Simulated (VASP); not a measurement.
# Ni (Fm-3m) in VASP: a series of runs, part 2 of 2

VASP 6.6.1. Earlier steps stand in the parts before.

## Step 4: Single point, PBEsol, collinear spin, ferromagnetic start

This run uses another cell than the first one, of 10.49 Å³/atom, 0.943 times its volume.

Input file INCAR:

```
  ALGO = Normal
  EDIFF = 1E-6
  ENCUT = 600
  GGA = PS
  GGA_COMPAT = False
  ISIF = 2
  ISMEAR = -1
  ISPIN = 2
  LASPH = True
  LCHARG = False
  LMAXMIX = 4
  LORBIT = 11
  LREAL = False
  LWAVE = False
  MAGMOM = 2.5
  NBANDS = 15
  NELM = 200
  PREC = Accurate
  SIGMA = 0.05
```

Input file KPOINTS:

```
k-points
0
Gamma
  13 13 13
```

Input file POSCAR:

```
Ni
1.0
    0.0000000000      1.7375729330      1.7375729330
    1.7375729330      0.0000000000      1.7375729330
    1.7375729330      1.7375729330      0.0000000000
Ni
1
Direct
    0.0000000000      0.0000000000      0.0000000000
```

Potentials or basis: VASP PAW PBE potentials, release 64 (Ni).

On the command line:

```bash
> cat potpaw_PBE.64/Ni/POTCAR > POTCAR
> mpirun -np 1 vasp_std > vasp.out
```

OUTCAR:

```text
EDIFF = 1E-6
   ENCUT = 600
   GGA = PS
   ISIF = 2
   ISMEAR = -1
   ISPIN = 2
   LASPH = True
   LORBIT = 11
   LREAL = False
   NELM = 200
   PREC = Accurate

 ion  position               nearest neighbor table
   1  0.000  0.000  0.000-

  LATTYP: Found a face centered cubic cell.
 ALAT       =     3.4751458660

  Lattice vectors:

 A1 = (   0.0000000000,   1.7375729330,   1.7375729330)
 A2 = (   1.7375729330,   0.0000000000,   1.7375729330)
 A3 = (   1.7375729330,   1.7375729330,   0.0000000000)

Analysis of symmetry for initial positions (statically):
=====================================================================
 Subroutine PRICEL returns:
 Original cell was already a primitive cell.

 Routine SETGRP: Setting up the symmetry group for a
 face centered cubic supercell.

 Subroutine GETGRP returns: Found 48 space group operations
 (whereof 48 operations were pure point group operations)
 out of a pool of 48 trial point group operations.

The static configuration has the point symmetry O_h .

Analysis of symmetry for dynamics (positions and initial velocities):
[... 622 lines left out ...]
      4       7.9089      1.00000
      5       9.0302      1.00000
      6       9.0302      1.00000
      7      33.6108      0.00000
      8      37.8401      0.00000
      9      37.8401      0.00000
     10      37.8401      0.00000
     11      41.0046      0.00000
     12      41.0046      0.00000
     13      41.0046      0.00000
     14      43.7337      0.00000
[... 403 lines left out ...]
      4       8.2482      1.00000
      5       9.8938      0.02503
      6      11.0406      0.00000
      7      18.1091      0.00000
      8      28.9285      0.00000
      9      30.7183      0.00000
     10      32.8760      0.00000
     11      42.9168      0.00000
     12      43.2406      0.00000
     13      46.3787      0.00000
     14      49.8135      0.00000
     15      57.1318      0.00000

 [... further k-points ...]
[... 5 lines left out ...]
  --------------------------------------------------------------------------------------
  -------------------------------------------------------------------------------------
  Total       -0.1650754     -0.1650754     -0.1650754      0.0000000      0.0000000     -0.0000000
  in kB      -25.2077332    -25.2077332    -25.2077332      0.0000000      0.0000000     -0.0000000
  external PRESSURE =     -25.2077332 kB  Pullay stress =       0.0000000 kB

 VOLUME and BASIS-vectors are now :
 -----------------------------------------------------------------------------
  energy-cutoff  :      600.00
  volume of cell :       10.49
      direct lattice vectors                 reciprocal lattice vectors
     0.000000000  1.737572933  1.737572933    -0.287757705  0.287757705  0.287757705
     1.737572933  0.000000000  1.737572933     0.287757705 -0.287757705  0.287757705
     1.737572933  1.737572933  0.000000000     0.287757705  0.287757705 -0.287757705

 POSITION                                       TOTAL-FORCE (eV/Angst)
 -----------------------------------------------------------------------------------
      0.00000      0.00000      0.00000         0.000000      0.000000      0.000000
 -----------------------------------------------------------------------------------
    total drift:                                0.000000     -0.000000      0.000000

  FREE ENERGIE OF THE ION-ELECTRON SYSTEM (eV)
  ---------------------------------------------------
  free  energy   TOTEN  =        -6.1439445873 eV

  energy  without entropy=       -6.1308969621  energy(sigma->0) =       -6.13742077

 total charge

# of ion       s       p       d       tot
------------------------------------------
    1        0.516   0.536   8.328   9.380

 magnetization (x)

# of ion       s       p       d       tot
------------------------------------------
    1       -0.005  -0.023   0.658   0.630
```

OSZICAR:

```text
N       E                     dE             d eps       ncg     rms          rms(c)
DAV:   1     0.356588386681E+02    0.35659E+02   -0.47254E+03  5340   0.982E+02
DAV:   2    -0.539511516253E+01   -0.41054E+02   -0.37951E+02  5733   0.176E+02
DAV:   3    -0.696003885881E+01   -0.15649E+01   -0.15568E+01  6132   0.330E+01
DAV:   4    -0.696872616232E+01   -0.86873E-02   -0.86859E-02  6160   0.237E+00
DAV:   5    -0.696881095254E+01   -0.84790E-04   -0.84790E-04  6365   0.215E-01    0.133E+01
DAV:   6    -0.653839809163E+01    0.43041E+00   -0.14153E+01  7301   0.447E+01    0.614E+00
DAV:   7    -0.616208594648E+01    0.37631E+00   -0.27797E+00  6660   0.167E+01    0.178E+00
DAV:   8    -0.614877333456E+01    0.13313E-01   -0.26156E-02  6132   0.103E+00    0.958E-01
DAV:   9    -0.614515874074E+01    0.36146E-02   -0.18115E-03  8159   0.233E-01    0.389E-01
DAV:  10    -0.614394402903E+01    0.12147E-02   -0.14205E-03  8168   0.200E-01    0.469E-02
DAV:  11    -0.614394241240E+01    0.16166E-05   -0.22783E-05  7022   0.316E-02    0.273E-02
DAV:  12    -0.614394488351E+01   -0.24711E-05   -0.14198E-06  5194   0.804E-03    0.883E-03
DAV:  13    -0.614394458727E+01    0.29624E-06   -0.18444E-06  5183   0.849E-03
   1 F= -.61439446E+01 E0= -.61374208E+01  d E =-.130476E-01  mag=     0.6245
```

stdout:

```text
POSCAR found type information on POSCAR Ni
 POSCAR found :  1 types and       1 ions
 scaLAPACK will be used
 -----------------------------------------------------------------------------
|                                                                             |
|                                                                             |
|     You enforced a specific xc type in the INCAR file but a different       |
|     I HOPE YOU KNOW WHAT YOU ARE DOING!                                     |
|                                                                             |
 -----------------------------------------------------------------------------

 LDA part: xc-table for (Slater+PW92), standard interpolation
 POSCAR, INCAR and KPOINTS ok, starting setup
 FFT: planning ... GRIDC
 FFT: planning ... GRID_SOFT
 FFT: planning ... GRID
 WAVECAR not read
 entering main loop
```

Run time: 18 s. Hardware: 1 thread of Intel Xeon 6975P-C (Granite Rapids), shared host; peak memory 0.15 GiB.

Results:

| Item | Value |
| --- | --- |
| Free energy | -6.1439 eV |
| Pressure | -2.5 GPa |
| Net moment | 0.62 μB per cell |
| Site moments | Ni +0.63 μB |
| Valence electrons inside the program's atomic spheres | Ni 9.38 |

Caveat: the PAW data sets were made with another functional, which shifts forces and pressure a little.

## Step 5: Single point, B3LYP, collinear spin, ferromagnetic start

This run uses another cell than the first one, of 11.18 Å³/atom, 1.005 times its volume.

Input file POSCAR:

```
Ni
1.0
    0.0000000000      1.7748779538      1.7748779538
    1.7748779538      0.0000000000      1.7748779538
    1.7748779538      1.7748779538      0.0000000000
Ni
1
Direct
    0.0000000000      0.0000000000      0.0000000000
```

Input file INCAR.step1:

```
SYSTEM = Ni
  ALGO = Normal
  EDIFF = 1E-5
  ENCUT = 520
  GGA = PE
  GGA_COMPAT = .FALSE.
  ISIF = 2
  ISMEAR = -1
  ISPIN = 2
  LASPH = .TRUE.
  LCHARG = .FALSE.
  LMAXMIX = 4
  LORBIT = 11
  LREAL = .FALSE.
  LWAVE = .TRUE.
  MAGMOM = 1
  NBANDS = 15
  NELM = 200
  PREC = Accurate
  SIGMA = 0.05
```

Input file INCAR.step2:

```
SYSTEM = Ni
  AEXX = 0.2
  AGGAC = 0.81
  AGGAX = 0.72
  ALDAC = 0.19
  ALGO = Normal
  EDIFF = 1E-6
  ENCUT = 520
  GGA = B3
  GGA_COMPAT = .FALSE.
  ISIF = 2
  ISMEAR = -1
  ISPIN = 2
  ISTART = 1
  LASPH = .TRUE.
  LCHARG = .FALSE.
  LHFCALC = .TRUE.
  LMAXMIX = 4
  LORBIT = 11
  LREAL = .FALSE.
  LWAVE = .FALSE.
  MAGMOM = 1
  NBANDS = 15
  NELM = 200
  PREC = Accurate
  PRECFOCK = Normal
  SIGMA = 0.05
```

Input file KPOINTS:

```
k-points
0
G
  7 7 7
  0 0 0
```

On the command line:

```bash
> cat potpaw_PBE.64/Ni/POTCAR > POTCAR
> cp INCAR.step1 INCAR
> mpirun -np 1 vasp_std > vasp.out
> cp INCAR.step2 INCAR
> mpirun -np 1 vasp_std > vasp.out
```

Wall time 17 min (1 thread of Intel Xeon 6975P-C (Granite Rapids), shared host); peak memory 0.14 GiB.

Results (log left out):

```yaml
Free_energy: -5.8973 eV
Pressure: 0.4 GPa
Net_moment: 0.85 μB per cell
Site_moments: Ni +0.87 μB
Valence_electrons_inside_the_program's_atomic_spheres: Ni 9.34
```

Levels at points of the mesh, in eV from the Fermi level:
Spin up:
```
           k point  band 2  band 3  band 4  band 5  band 6  band 7  band 8  band 9  band 10  band 11
(0.00, 0.00, 0.00)   -4.52   -4.52   -4.52   -3.23   -3.23   25.11   28.66   28.66    28.66    31.62
```
Spin down:
| k point | band 2 | band 3 | band 4 | band 5 | band 6 | band 7 | band 8 | band 9 |
| --- | --- | --- | --- | --- | --- | --- | --- | --- |
| (0.00, 0.00, 0.00) | -2.30 | -2.30 | -2.27 | -2.27 | -2.27 | 24.70 | 28.60 | 28.60 |

Caveat: the k points lie up to 0.44 Å⁻¹ apart; the PAW data sets were made with another functional, which shifts forces and pressure a little.

## Step 6: Single point, r2SCAN, collinear spin, ferromagnetic start (volume scaled by 1.04)

Input file POSCAR:

```
Ni
1.0
    0.0000000000      1.7604383569      1.7604383569
    1.7604383569      0.0000000000      1.7604383569
    1.7604383569      1.7604383569      0.0000000000
Ni
1
Direct
    0.0000000000      0.0000000000      0.0000000000
```

Input file INCAR.step1:

```
SYSTEM = Ni
PREC     = Accurate       ! precision mode
ENCUT    = 660            ! plane-wave cutoff, eV
ISMEAR   = -1             ! smearing method
SIGMA    = 0.05           ! smearing width, eV
LREAL    = .FALSE.        ! projectors in reciprocal space
LASPH    = .TRUE.         ! aspherical terms in the spheres
NELM     = 200            ! most SCF steps
ISPIN    = 2              ! spin polarisation
MAGMOM   = 1              ! initial moments
LMAXMIX  = 4              ! l up to which the mixer works
NBANDS   = 15             ! bands
GGA      = PE             ! functional
ALGO     = Normal         ! electronic algorithm
EDIFF    = 1E-5           ! SCF threshold, eV
LWAVE    = .TRUE.         ! write WAVECAR
LCHARG   = .FALSE.        ! write CHGCAR
GGA_COMPAT= .FALSE.
```

Input file INCAR.step2:

```
SYSTEM = Ni
PREC     = Accurate       ! precision mode
ENCUT    = 660            ! plane-wave cutoff, eV
EDIFF    = 1E-6           ! SCF threshold, eV
ISMEAR   = -1             ! smearing method
SIGMA    = 0.05           ! smearing width, eV
LREAL    = .FALSE.        ! projectors in reciprocal space
LASPH    = .TRUE.         ! aspherical terms in the spheres
NELM     = 200            ! most SCF steps
ALGO     = Normal         ! electronic algorithm
ISIF     = 2              ! what is computed and relaxed
LWAVE    = .FALSE.        ! write WAVECAR
LCHARG   = .FALSE.        ! write CHGCAR
ISPIN    = 2              ! spin polarisation
MAGMOM   = 1              ! initial moments
LORBIT   = 11             ! projections on sites
LMAXMIX  = 4              ! l up to which the mixer works
METAGGA  = R2SCAN         ! meta-GGA
LMIXTAU  = .TRUE.       
NBANDS   = 15             ! bands
ISTART   = 1            
GGA_COMPAT= .FALSE.
```

Input file KPOINTS:

```
regular mesh
0
G
  13 13 13
  0 0 0
```

Potentials or basis: VASP PAW PBE potentials, release 64 (Ni).

On the command line:

```bash
> cat potpaw_PBE.64/Ni/POTCAR > POTCAR
> cp INCAR.step1 INCAR
> mpirun -np 1 vasp_std > vasp.out
> cp INCAR.step2 INCAR
> mpirun -np 1 vasp_std > vasp.out
```

It took 85 s on 1 thread of Intel Xeon Platinum 8488C (Sapphire Rapids), shared host; peak memory 0.17 GiB.

Results (log left out):

| Item | Value |
| --- | --- |
| Free energy | -11.9389 eV |
| Pressure | -7.3 GPa |
| Net moment | 0.71 μB per cell |
| Site moments | Ni +0.73 μB |
| Valence electrons inside the program's atomic spheres | Ni 9.34 |

Levels at points of the mesh, in eV from the Fermi level:
Spin up:
```csv
k point,band 3,band 4,band 5,band 6,band 7,band 8
"(0.00, 0.00, 0.00)",-2.93,-2.93,-1.64,-1.64,24.50,28.63
```
Spin down:
```csv
k point,band 2,band 3,band 4,band 5,band 6,band 7,band 8,band 9
"(0.00, 0.00, 0.00)",-1.62,-1.62,-1.62,-0.92,-0.92,24.24,28.74,28.74
```

Caveat: the cell differs from its parent crystal (volume scaled by 1.04); the PAW data sets were made with another functional, which shifts forces and pressure a little.

## Step 7: The runs side by side

```csv
level,potentials or basis,cell,k mesh,cutoff (eV),second run,grid for exact exchange (PRECFOCK),gap on the mesh (eV),pressure (GPa),moment (μB)
r2SCAN,"VASP PAW PBE potentials, release 64 (Ni_sv_GW)","a = 2.505 Å, angles 60.0°, 1 atom",13 × 13 × 13,650,valence_matched,-,none,-12.9,0.78
PBEsol,"VASP PAW PBE potentials, release 64 (Ni)","a = 2.457 Å, angles 60.0°, 1 atom",13 × 13 × 13,600,-,-,none,-2.5,0.62
B3LYP,"VASP PAW PBE potentials, release 64 (Ni)","a = 2.510 Å, angles 60.0°, 1 atom",7 × 7 × 7,520,-,Normal,none,0.4,0.85
r2SCAN,"VASP PAW PBE potentials, release 64 (Ni)","a = 2.490 Å, angles 60.0°, 1 atom",13 × 13 × 13,660,-,-,none,-7.3,0.71
```

Alike in all rows: task single point; spin collinear, ferromagnetic start; smearing fermi-dirac 0.05 eV.

Caveats: some runs use coarse meshes; the PAW data sets were made with another functional, which shifts forces and pressure a little.

Total energies depend on the potentials used, so only differences within one code and one set of settings carry meaning.
